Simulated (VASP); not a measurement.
# TaN (P-62m) in VASP: single point with PBEsol+U

Aim: the single point of TaN with PBEsol+U.

Program: VASP 6.6.1. These are calculated values, not measurements. Logs are shortened: lines on timing, memory, paths and dates and some standing lists are left out, and cuts for length are marked.

## 1. The cell of the first run

Symmetry: P-62m, No. 189, hexagonal system. The conventional cell has a = 5.196 Å, b = 5.196 Å, c = 2.911 Å, α = 90.00°, β = 90.00°, γ = 120.00°. Within 3.0 Å of Ta (site symmetry -6) lie 6 N at 2.16 Å and 5 Ta at 2.91 to 3.00 Å. Ta (site symmetry -62m) has 3 N at 2.04 Å within 2.7 Å. Within 3.0 Å of N (site symmetry m2m) lie 5 Ta at 2.04 to 2.16 Å and 6 N at 2.77 to 2.91 Å.

## 2. Single point, PBEsol+U, collinear spin, zero start

INCAR reads:

```
PREC = Accurate ; ENCUT = 700
EDIFF = 1E-6 ; ISMEAR = 0
SIGMA = 0.05 ; LREAL = F
LASPH = T ; NELM = 200
ALGO = Normal ; ISIF = 2
LWAVE = F ; LCHARG = T
ISPIN = 2 ; MAGMOM = 0 0 0 0 0 0
LORBIT = 11 ; LMAXMIX = 4
LDAU = T ; LDAUTYPE = 1
LDAUL = 2 -1 ; LDAUU = 2 0
LDAUJ = 0.9 0 ; LDAUPRINT = 1
GGA = PS ; LELF = T
LVHAR = T ; NBANDS = 40
GGA_COMPAT = F
```

KPOINTS reads:

```
regular mesh
0
Gamma
  4 4 6
```

POSCAR reads:

```
TaN
1.0
    5.1960001500      0.0000000000      0.0000000000
   -2.5980000800      4.4998681300      0.0000000000
    0.0000000000      0.0000000000      2.9109996000
Ta N
3 3
Direct
    0.3333333333      0.6666666667      0.5000000000
    0.6666666667      0.3333333333      0.5000000000
    0.0000000000      0.0000000000      0.0000000000
    0.3928500000      0.0000000000      0.0000000000
    0.6071500000      0.6071500000      0.0000000000
    0.0000000000      0.3928500000      0.0000000000
```

Potentials or basis: VASP PAW PBE potentials, release 64 (Ta_sv_GW, N).

The run is started by

```
$ cat potpaw_PBE.64/Ta_sv_GW/POTCAR potpaw_PBE.64/N/POTCAR > POTCAR
$ mpirun -np 1 vasp_std > vasp.out
```

OUTCAR:

```text
PREC = Accurate
   ENCUT = 700
   EDIFF = 1E-6
   ISMEAR = 0
   LREAL = F
   LASPH = T
   NELM = 200
   ISIF = 2
   ISPIN = 2
   LORBIT = 11
   GGA = PS

 ion  position               nearest neighbor table
   1  0.333  0.667  0.500-   6 2.16   6 2.16   5 2.16   5 2.16   4 2.16   4 2.16   2 3.00   2 3.00
                             2 3.00
   2  0.667  0.333  0.500-   6 2.16   6 2.16   4 2.16   4 2.16   5 2.16   5 2.16   1 3.00   1 3.00
                             1 3.00
   3  0.000  0.000  0.000-   5 2.04   4 2.04   6 2.04
   4  0.393  0.000  0.000-   3 2.04   2 2.16   2 2.16   1 2.16   1 2.16
   5  0.607  0.607  0.000-   3 2.04   1 2.16   1 2.16   2 2.16   2 2.16
   6  0.000  0.393  0.000-   3 2.04   2 2.16   2 2.16   1 2.16   1 2.16

  LATTYP: Found a hexagonal cell.
 ALAT       =     5.1960001500
 C/A-ratio  =     0.5602385520

  Lattice vectors:

 A1 = (   5.1960001500,   0.0000000000,   0.0000000000)
 A2 = (  -2.5980000800,   4.4998681300,   0.0000000000)
 A3 = (   0.0000000000,   0.0000000000,   2.9109996000)

Analysis of symmetry for initial positions (statically):
=====================================================================
 Subroutine PRICEL returns:
 Original cell was already a primitive cell.

 Routine SETGRP: Setting up the symmetry group for a
 hexagonal supercell.

 Subroutine GETGRP returns: Found 12 space group operations
 (whereof 12 operations were pure point group operations)
 out of a pool of 24 trial point group operations.

The static configuration has the point symmetry D_3h.

Analysis of symmetry for dynamics (positions and initial velocities):
=====================================================================
 Subroutine PRICEL returns:
 Original cell was already a primitive cell.

 Routine SETGRP: Setting up the symmetry group for a
 hexagonal supercell.

 Subroutine GETGRP returns: Found 12 space group operations
 (whereof 12 operations were pure point group operations)
 out of a pool of 24 trial point group operations.

The dynamic configuration has the point symmetry D_3h.

Analysis of structural, dynamic, and magnetic symmetry:
=====================================================================
 Subroutine PRICEL returns:
 Original cell was already a primitive cell.

 Routine SETGRP: Setting up the symmetry group for a
 hexagonal supercell.

 Subroutine GETGRP returns: Found 12 space group operations
 (whereof 12 operations were pure point group operations)
 out of a pool of 24 trial point group operations.

The overall configuration has the point symmetry D_3h.

 Subroutine INISYM returns: Found 12 space group operations
 (whereof 12 operations are pure point group operations),
 and found     1 'primitive' translations

----------------------------------------------------------------------------------------

                                     Primitive cell

  volume of cell :      68.0630

  direct lattice vectors                    reciprocal lattice vectors
     5.196000150  0.000000000  0.000000000     0.192455730  0.111114367  0.000000000
    -2.598000080  4.499868130  0.000000000     0.000000000  0.222228735  0.000000000
     0.000000000  0.000000000  2.910999600     0.000000000  0.000000000  0.343524609

  length of vectors
     5.196000150  5.196000154  2.910999600     0.222228735  0.222228735  0.343524609

  position of ions in fractional coordinates (direct lattice)
     0.333333333  0.666666667  0.500000000
     0.666666667  0.333333333  0.500000000
     0.000000000  0.000000000  0.000000000
     0.392850000  0.000000000  0.000000000
     0.607150000  0.607150000  0.000000000
     1.000000000  0.392850000  0.000000000

  ion indices of the primitive-cell ions
   primitive index   ion index
                 1           1
                 2           2
                 3           3
                 4           4
                 5           5
                 6           6

----------------------------------------------------------------------------------------

 KPOINTS: regular mesh

Automatic generation of k-mesh.
[... 42 lines left out ...]
   dimension x,y,z NGX =    48 NGY =   48 NGZ =   28
   dimension x,y,z NGXF=    96 NGYF=   96 NGZF=   56
   ions per type =               3   3
   NGX,Y,Z   is equivalent  to a cutoff of  15.36, 15.36, 15.99 a.u.
   NGXF,Y,Z  is equivalent  to a cutoff of  30.72, 30.72, 31.98 a.u.
 SYSTEM =  unknown system
   PREC   = accura    normal or accurate (medium, high low for compatibility)
   ISTART =      0    job   : 0-new  1-cont  2-samecut
   ICHARG =      2    charge: 1-file 2-atom 10-const
   ISPIN  =      2    spin polarized calculation?
   LNONCOLLINEAR =      F non collinear calculations
   LSORBIT =      F    spin-orbit coupling
   LASPH  =      T    aspherical Exc in radial PAW
   ENCUT  =  700.0 eV  51.45 Ry    7.17 a.u.  11.21 11.21  6.28*2*pi/ulx,y,z
   NELM   =    200;   NELMIN=  2; NELMDL= -5     # of ELM steps
   EDIFF  = 0.1E-05   stopping-criterion for ELM
   LREAL  =      F    real-space projection
   EDIFFG = 0.1E-04   stopping-criterion for IOM
   NSW    =      0    number of steps for IOM
   IBRION =     -1    ionic relax: 0-MD 1-quasi-New 2-CG
   NFREE  =      0    steps in history (QN), initial steepest desc. (CG)
   ISIF   =      2    stress and relaxation
   ISYM   =      2    0-nonsym 1-usesym 2-fastsym
   POTIM  = 0.5000    time-step for ionic-motion
   TEBEG  =    0.0;   TEEND  =   0.0 temperature during run
   PSTRESS=    0.0 pullay stress
   NELECT =      54.0000    total number of electrons
   NUPDOWN=      -1.0000    fix difference up-down
   EMIN   =  10.00;   EMAX   =-10.00  energy-range for DOS
   EFERMI =   0.00;   METHOD = LEGACY
   ISMEAR =     0;   SIGMA  =   0.05  broadening in eV -4-tet -1-fermi 0-gaus
   EFERMI_NEDOS =   21; number of points for ismear=-14 and -15
   IALGO  =     38    algorithm
   IMIX   =      4    mixing-type and parameters
     AMIX     =   0.40;   BMIX     =  1.00
     AMIX_MAG =   1.60;   BMIX_MAG =  1.00
  volume/ion in A,a.u.               =      11.34        76.55
  Fermi-wavevector in a.u.,A,eV,Ry     =   1.515546  2.863966 31.250936  2.296879
  Thomas-Fermi vector in A             =   2.625055
   LORBIT       =     11    0 simple, 1 ext, 2 COOP (PROOUT), +10 PAW based schemes
 LDA+U is selected, type is set to LDAUTYPE =  1
   angular momentum for each species LDAUL =     2   -1
   U (eV)           for each species LDAUU =   2.0  0.0
   J (eV)           for each species LDAUJ =   0.9  0.0
   GGA     = PS    functional components
   LHFCALC =     F    Hartree Fock is set to
   AEXX    =    0.0000 exact exchange contribution
   IVDW    =     0    specifies the selected vdW correction
   LEPSILON=     F    determine dielectric tensor
   LRPA    =     F    only Hartree local field effects (RPA)
 spin polarized calculation
 Gauss-broadening in eV      SIGMA  =   0.05
  energy-cutoff  :      700.00
  volume of cell :       68.06
 maximum number of plane-waves:      2892
 NGX is ok and might be reduce to    48
   NGX = 23   NGY = 23   NGZ = 13

 number of electron      54.0000000 magnetization       0.0000361

atom =   1  type =  1  l = 2

 onsite density matrix

spin component  1
[... 83 lines left out ...]
  o =  0.1958  v =  0.0000 -0.5583 -0.0000 -0.8296  0.0000  0.0000  0.0000  0.0000  0.0000  0.0000      0.0000  0.0000  0.0000  0.0000  0.0000  0.0000  0.0000  0.0000  0.0000  0.0000
  o =  0.1958  v =  0.0000  0.8296 -0.0000 -0.5583 -0.0000  0.0000  0.0000  0.0000  0.0000  0.0000      0.0000  0.0000  0.0000  0.0000  0.0000  0.0000  0.0000  0.0000  0.0000  0.0000
  o =  0.1958  v =  0.0000  0.0000  0.0000  0.0000  0.0000  0.0000 -0.5583 -0.0000 -0.8296  0.0000      0.0000  0.0000  0.0000  0.0000  0.0000  0.0000  0.0000  0.0000  0.0000  0.0000
  o =  0.1958  v =  0.0000  0.0000  0.0000  0.0000  0.0000  0.0000  0.8296  0.0000 -0.5583 -0.0000      0.0000  0.0000  0.0000  0.0000  0.0000  0.0000  0.0000  0.0000  0.0000  0.0000
  o =  0.2393  v = -0.1331 -0.0000  0.0000 -0.0000 -0.9911  0.0000  0.0000  0.0000  0.0000  0.0000      0.0000  0.0000  0.0000  0.0000  0.0000  0.0000  0.0000  0.0000  0.0000  0.0000
  o =  0.2393  v = -0.9911  0.0000  0.0000 -0.0000  0.1331  0.0000  0.0000  0.0000  0.0000  0.0000      0.0000  0.0000  0.0000  0.0000  0.0000  0.0000  0.0000  0.0000  0.0000  0.0000
  o =  0.2393  v =  0.0000  0.0000  0.0000  0.0000  0.0000 -0.1486 -0.0000  0.0000 -0.0000 -0.9889      0.0000  0.0000  0.0000  0.0000  0.0000  0.0000  0.0000  0.0000  0.0000  0.0000
  o =  0.2393  v =  0.0000  0.0000  0.0000  0.0000  0.0000 -0.9889  0.0000  0.0000 -0.0000  0.1486      0.0000  0.0000  0.0000  0.0000  0.0000  0.0000  0.0000  0.0000  0.0000  0.0000
  o =  0.3222  v =  0.0000  0.0000  0.0000  0.0000  0.0000 -0.0000  0.0000 -1.0000  0.0000 -0.0000      0.0000  0.0000  0.0000  0.0000  0.0000  0.0000  0.0000  0.0000  0.0000  0.0000
  o =  0.3222  v = -0.0000 -0.0000 -1.0000  0.0000 -0.0000  0.0000  0.0000  0.0000  0.0000  0.0000      0.0000  0.0000  0.0000  0.0000  0.0000  0.0000  0.0000  0.0000  0.0000  0.0000

 number of electron      54.0000000 magnetization      -0.0000123

 Free energy of the ion-electron system (eV)
  ---------------------------------------------------
  ext. energy  EPLUGINS =         0.00000000
  ---------------------------------------------------
  free energy    TOTEN  =       -76.06115919 eV

  energy without entropy =      -76.05758363  energy(sigma->0) =      -76.05937141

 E-fermi :  12.3711     XC(G=0): -13.5089

 val. band max:       12.0162931153   @ k =   0.2500  -0.0000   0.3333
 cond. band min:      12.3712824780   @ k =   0.2500  -0.0000   0.1667
 fundamental gap:      0.3549893627
 Fermi energy:        12.3711238621

 spin component 1

 k-point     1 :       0.0000    0.0000    0.0000
  band No.  band energies     occupation
      1     -57.3276      1.00000
      2     -57.2829      1.00000
      3     -56.7111      1.00000
      4     -24.0745      1.00000
      5     -24.0745      1.00000
      6     -23.7246      1.00000
[... 661 lines left out ...]
     38      18.4097      0.00000
     39      18.8250      0.00000
 Fermi energy:        12.3711238621

 spin component 2

 k-point     1 :       0.0000    0.0000    0.0000
  band No.  band energies     occupation
      1     -57.3276      1.00000
      2     -57.2829      1.00000
      3     -56.7111      1.00000
      4     -24.0745      1.00000
      5     -24.0745      1.00000
      6     -23.7245      1.00000
[... 661 lines left out ...]
     38      18.4097      0.00000
     39      18.8250      0.00000
 [bands above 39 left out]

------------------------ aborting loop because EDIFF is reached ----------------------------------------

  FORCE on cell =-STRESS in cart. coord.  units (eV):
  Direction    XX          YY          ZZ          XY          YZ          ZX
  --------------------------------------------------------------------------------------
  -------------------------------------------------------------------------------------
  Total       -0.0959165     -0.0959165     -0.2386659      0.0000000      0.0000000      0.0000000
  in kB       -2.2578373     -2.2578373     -5.6181059      0.0000000      0.0000000      0.0000000
  external PRESSURE =      -3.3779269 kB  Pullay stress =       0.0000000 kB

 VOLUME and BASIS-vectors are now :
 -----------------------------------------------------------------------------
  energy-cutoff  :      700.00
  volume of cell :       68.06
      direct lattice vectors                 reciprocal lattice vectors
     5.196000150  0.000000000  0.000000000     0.192455730  0.111114367  0.000000000
    -2.598000080  4.499868130  0.000000000     0.000000000  0.222228735  0.000000000
     0.000000000  0.000000000  2.910999600     0.000000000  0.000000000  0.343524609

 POSITION                                       TOTAL-FORCE (eV/Angst)
 -----------------------------------------------------------------------------------
     -0.00000      2.99991      1.45550        -0.000000      0.000000      0.000000
      2.59800      1.49996      1.45550        -0.000000      0.000000      0.000000
      0.00000      0.00000      0.00000        -0.000000      0.000000      0.000000
      2.04125      0.00000      0.00000         0.081068      0.000000     -0.000000
      1.57738      2.73209      0.00000        -0.040534     -0.070207      0.000000
     -1.02062      1.76777      0.00000        -0.040534      0.070207      0.000000
 -----------------------------------------------------------------------------------
    total drift:                               -0.000000     -0.000000      0.000000

  FREE ENERGIE OF THE ION-ELECTRON SYSTEM (eV)
  ---------------------------------------------------
  free  energy   TOTEN  =       -76.0611591859 eV

  energy  without entropy=      -76.0575836267  energy(sigma->0) =      -76.05937141

 total charge

# of ion       s       p       d       f       tot
--------------------------------------------------
    1        3.175   6.068   2.299   0.129  11.671
    2        3.175   6.068   2.299   0.129  11.671
    3        3.393   6.047   2.338   0.092  11.869
    4        1.229   2.536   0.000   0.000   3.764
    5        1.229   2.536   0.000   0.000   3.764
    6        1.229   2.536   0.000   0.000   3.764
--------------------------------------------------
tot         13.429  25.789   6.936   0.349  46.503

 magnetization (x)

# of ion       s       p       d       f       tot
--------------------------------------------------
    1       -0.000   0.000  -0.000  -0.000  -0.000
    2       -0.000   0.000  -0.000  -0.000  -0.000
    3        0.000   0.000  -0.000  -0.000   0.000
    4        0.000   0.000   0.000   0.000   0.000
    5        0.000   0.000   0.000   0.000   0.000
    6        0.000   0.000   0.000   0.000   0.000
--------------------------------------------------
tot          0.000   0.000  -0.000  -0.000   0.000
```

It took 4.8 min on 1 thread of Intel Xeon Platinum 8259CL at 2.50GHz (Skylake/Cascade Lake), shared host; peak memory 0.35 GiB.

Results:

* Free energy: -76.0612 eV
* Pressure: -0.3 GPa
* Largest force: 0.081 eV/Å
* Band gap on the k mesh: zero (filled and empty bands overlap)
* Net moment: 0.00 μB per cell
* Valence electrons inside the program's atomic spheres: Ta 11.67, 11.87 (each value once); N 3.76

Forces on the atoms (eV/Å):
```
Ta   0.000  0.000  0.000
Ta   0.000  0.000  0.000
Ta   0.000  0.000  0.000
N    0.081  0.000  0.000
N   -0.041 -0.070  0.000
N   -0.041  0.070  0.000
```

Levels at points of the mesh, in eV from the Fermi level:
Spin up:
| k point | band 25 | band 26 | band 27 | band 28 | band 29 | band 30 |
| --- | --- | --- | --- | --- | --- | --- |
| (0.00, 0.00, 0.00) | -3.46 | -2.01 | -0.99 | -0.99 | 0.58 | 0.58 |
| (0.50, 0.00, 0.00) | -3.98 | -2.95 | -2.71 | 1.11 | 1.82 | 1.84 |
| (0.00, 0.00, 0.50) | -2.94 | -2.94 | 1.90 | 1.90 | 1.90 | 2.12 |
| (0.50, 0.00, 0.50) | -3.33 | -2.08 | -0.99 | 0.44 | 1.28 | 3.22 |
Spin down:
```tsv
k point	band 25	band 26	band 27	band 28	band 29	band 30
(0.00, 0.00, 0.00)	-3.46	-2.01	-0.99	-0.99	0.58	0.58
(0.50, 0.00, 0.00)	-3.98	-2.95	-2.71	1.11	1.82	1.84
(0.00, 0.00, 0.50)	-2.94	-2.94	1.90	1.90	1.90	2.12
(0.50, 0.00, 0.50)	-3.33	-2.08	-0.99	0.44	1.28	3.22
```

Eigenvalues of the final occupation matrices:
| site | spin | trace | eigenvalues |
| --- | --- | --- | --- |
| site 1 d | 1 | 1.17 | 0.21 0.21 0.23 0.23 0.28 |
| site 1 d | 2 | 1.17 | 0.21 0.21 0.23 0.23 0.28 |
| site 2 d | 1 | 1.17 | 0.21 0.21 0.23 0.23 0.28 |
| site 2 d | 2 | 1.17 | 0.21 0.21 0.23 0.23 0.28 |
| site 3 d | 1 | 1.19 | 0.20 0.20 0.24 0.24 0.32 |
| site 3 d | 2 | 1.19 | 0.20 0.20 0.24 0.24 0.32 |

Caveat: the PAW data sets were made with another functional, which shifts forces and pressure a little; spin-orbit coupling is left out, which moves the levels of the heavy elements.

The gap in the log of VASP goes by the Fermi energy; the results here count the filled bands.